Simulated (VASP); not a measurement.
## Nb3Si2O: single point with PBE

Crystal: Nb3Si2O.

```xyz
12
Lattice="6.4552 0.0000 0.0000 0.0000 6.4552 0.0000 0.0000 0.0000 4.1496" Properties=species:S:1:pos:R:3 pbc="T T T"
Nb    3.2276    3.2276    0.0000
Nb    5.2614    2.0338    2.0748
Nb    0.0000    0.0000    0.0000
Nb    1.1938    4.4214    2.0748
Nb    2.0338    1.1938    2.0748
Nb    4.4214    5.2614    2.0748
Si    0.8218    2.4058    0.0000
Si    5.6334    4.0494    0.0000
Si    2.4058    5.6334    0.0000
Si    4.0494    0.8218    0.0000
O     3.2276    3.2276    2.0748
O     0.0000    0.0000    2.0748
```

```json
{"Program": "VASP 6.6.1", "Task": "single point", "Functional": "PBE", "Potentials or basis": "VASP PAW PBE potentials, release 64 (Nb_sv, Si, O)", "Cutoff": "520 eV", "k mesh": "3 × 3 × 5", "Occupations": "gaussian, width 0.2 eV", "Spin": "no spin polarisation", "Dipole correction": "no", "Further INCAR settings": "ALGO = Normal; EDIFF = 1e-06; NBANDS = 65"}
```

```yaml
Pressure: -0.2 GPa
Largest_force: 0.012 eV/Å
Band_gap_on_the_k_mesh: zero (bands 53 and 54 overlap by 0.43 eV)
```

Forces on the atoms (eV/Å):
```
Nb   0.000  0.000  0.000
Nb   0.002  0.002  0.000
Nb   0.000  0.000  0.000
Nb  -0.002 -0.002  0.000
Nb   0.002 -0.002  0.000
Nb  -0.002  0.002  0.000
Si  -0.009  0.009  0.000
Si   0.009 -0.009  0.000
Si   0.009  0.009  0.000
Si  -0.009 -0.009  0.000
O    0.000  0.000  0.000
O    0.000  0.000  0.000
```

Stress tensor (GPa, compression positive):
```
-0.28  0.00  0.00
 0.00 -0.28  0.00
 0.00  0.00 -0.08
```

Levels at points of the mesh, in eV from the Fermi level:
```tsv
k point	band 52	band 53	band 54	band 55	band 56	band 57
(0.00, 0.00, 0.00)	-0.39	-0.34	-0.32	-0.05	0.36	0.58
```

Wall time 67 s on 1 thread of Intel(R) Xeon(R) 6975P-C (Granite Rapids) (shared host), peak memory 0.28 GiB.
